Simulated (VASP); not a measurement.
Write the native input for VASP 6.6.1 that does the following.

- Task: relaxation of cell and atoms
- Functional: r2SCAN
- Potentials or basis: VASP PAW PBE potentials, release 64 (Ta_pv, N)
- Cutoff: 600 eV
- k mesh: 10 × 10 × 10
- Occupations: fermi-dirac, width 0.05 eV
- Spin: no spin polarisation
- Hubbard terms: Ta d U = 6.0 eV
- Dipole correction: no
- Further INCAR settings: ALGO = Normal; EDIFF = 1e-06; IBRION = 2; EDIFFG = -0.01; NSW = 60; ISIF = 3

The system is TaN.

```
CELL_PARAMETERS angstrom
0.00000 2.17900 2.17900
2.17900 0.00000 2.17900
2.17900 2.17900 0.00000
ATOMIC_POSITIONS crystal
Ta 0.50000 0.50000 0.50000
N 0.00000 0.00000 0.00000
```

One way to write it, as run:

POSCAR

```
TaN
1.0
    0.0000000000      2.1790013100      2.1790013100
    2.1790013100      0.0000000000      2.1790013100
    2.1790013100      2.1790013100      0.0000000000
Ta N
1 1
Direct
    0.5000000000      0.5000000000      0.5000000000
    0.0000000000      0.0000000000      0.0000000000
```

INCAR.step1

```
SYSTEM = TaN
ALGO = Normal
EDIFF = 1E-4
ENCUT = 600
GGA = PE
ISMEAR = -1
LASPH = .TRUE.
LCHARG = .FALSE.
LDAU = .TRUE.
LDAUJ = 0 0
LDAUL = 2 -1
LDAUTYPE = 2
LDAUU = 6 0
LMAXMIX = 4
LREAL = .FALSE.
LWAVE = .TRUE.
NELM = 150
PREC = Accurate
SIGMA = 0.05
```

INCAR.step2

```
SYSTEM = TaN
ALGO = Normal
EDIFF = 1E-6
EDIFFG = -0.01
ENCUT = 600
IBRION = 2
ISIF = 3
ISMEAR = -1
ISTART = 1
LASPH = .TRUE.
LCHARG = .FALSE.
LDAU = .TRUE.
LDAUJ = 0 0
LDAUL = 2 -1
LDAUPRINT = 1
LDAUTYPE = 2
LDAUU = 6 0
LMAXMIX = 4
LMIXTAU = .TRUE.
LREAL = .FALSE.
LWAVE = .FALSE.
METAGGA = R2SCAN
NELM = 150
NSW = 60
PREC = Accurate
SIGMA = 0.05
```

KPOINTS

```
k-points
0
G
  10 10 10
  0 0 0
```

Potentials or basis: VASP PAW PBE potentials, release 64 (Ta_pv, N).

Command:

```bash
$ cat potpaw_PBE.64/Ta_pv/POTCAR potpaw_PBE.64/N/POTCAR > POTCAR
$ cp INCAR.step1 INCAR
$ mpirun -np 1 vasp_std > vasp.out
$ cp INCAR.step2 INCAR
$ mpirun -np 1 vasp_std > vasp.out
```

It gave:

```yaml
Relaxed_volume: 11.25 Å³/atom
Relaxed_cell: a = 3.169 Å, b = 3.169 Å, c = 3.169 Å, α = 60.00°, β = 60.00°, γ = 60.00°
Space_group_after_relaxing_to_0.1_Å: Fm-3m (No. 225)
Energy_gained_by_relaxing: 84.5 meV/atom
Ionic_steps: 17
Pressure_after_relaxing: 0.0 GPa
Band_gap_on_the_k_mesh: zero (bands 8 and 9 overlap by 3.79 eV)
```

Caveat: the PAW data sets were made with another functional, which shifts forces and pressure a little; spin-orbit coupling is left out, which moves the levels of the heavy elements; U without spin polarisation on a metal has little footing.

It took 11 min on 1 thread of Intel Xeon 8259CL, with other jobs on the host, peak memory 0.18 GiB.
